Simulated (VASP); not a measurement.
Al: single point with LDA

Al:

```
Al
1.0
     0.00000    1.99136    1.99136
     1.99136    0.00000    1.99136
     1.99136    1.99136    0.00000
Al
1
Cartesian
  0.0000 0.0000 0.0000
```

```
Program             : VASP 6.6.1
Task                : single point
Functional          : LDA
Potentials or basis : VASP PAW LDA potentials, release 64 (Al)
Cutoff              : 520 eV
k mesh              : 34 × 34 × 34
Occupations         : gaussian, width 0.1 eV
Spin                : no spin polarisation
```

```json
{
 "Pressure": "0.1 GPa"
}
```

Levels at points of the mesh, in eV from the Fermi level:
```
           k point  band 1  band 2  band 3  band 4  band 5
(0.00, 0.00, 0.00)  -11.42   12.79   12.79   12.79   14.45
(0.50, 0.00, 0.00)   -4.74   -4.47   11.62   11.62   11.69
(0.50, 0.50, 0.00)   -3.02   -1.64    5.29    5.72    5.72
```

Run time: 46 s on 1 thread of Intel(R) Xeon(R) Platinum 8488C (Sapphire Rapids), with other jobs on the host, peak memory 0.22 GiB.
